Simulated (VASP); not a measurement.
Set up this calculation in VASP 6.6.1, as the native input.

* Task: single point
* Functional: PBE
* Potentials or basis: VASP PAW PBE potentials, release 64 (Ge_d, Sb, O)
* Cutoff: 520 eV
* k mesh: 12 × 12 × 12
* Occupations: gaussian, width 0.1 eV
* Spin: no spin polarisation
* Dipole correction: no
* Further INCAR settings: ALGO = Fast; EDIFF = 1e-06; NBANDS = 34

The structure of Ge2SbO3 lies in POSCAR:

```
Ge2SbO3
1.0
    2.8449285684      1.6425202748      3.8628143718
   -2.8449285684      1.6425202748      3.8628143718
    0.0000000000     -3.2850405496      3.8628143718
Ge Sb O
2 1 3
Direct
    0.2418595151      0.2418595151      0.2418595151
    0.7581404849      0.7581404849      0.7581404849
    0.5000000000      0.5000000000      0.5000000000
    0.0000000000      0.0000000000      0.5000000000
    0.5000000000      0.0000000000      0.0000000000
    0.0000000000      0.5000000000      0.0000000000
```

The cell was generated, and may not be a known phase.

The input as run:

INCAR

```
  PREC = Accurate
  ENCUT = 520
  EDIFF = 1E-6
  ISMEAR = 0
  SIGMA = 0.1
  LREAL = False
  LASPH = True
  NELM = 100
  ALGO = Fast
  ISIF = 2
  LWAVE = False
  LCHARG = False
  GGA = PE
  NBANDS = 34
```

KPOINTS

```
regular mesh
0
Gamma
  12 12 12
```

Potentials or basis: VASP PAW PBE potentials, release 64 (Ge_d, Sb, O).

The run is started by

```console
$ cat potpaw_PBE.64/Ge_d/POTCAR potpaw_PBE.64/Sb/POTCAR potpaw_PBE.64/O/POTCAR > POTCAR
$ mpirun -np 1 vasp_std > vasp.out
```

It gave:

* Pressure: -0.1 GPa
* Largest force: 0.017 eV/Å
* Band gap on the k mesh: zero (an odd number of electrons rules out a gap without spin polarisation)

Caveat: spin-orbit coupling is left out, which moves the levels of the heavy elements; an odd number of electrons without spin polarisation forces a metal; a magnetic or distorted state may lie lower.

It took 22 min on 1 thread of Oxide Virtual Turin-like Processor, with other jobs on the host, peak memory 0.66 GiB.
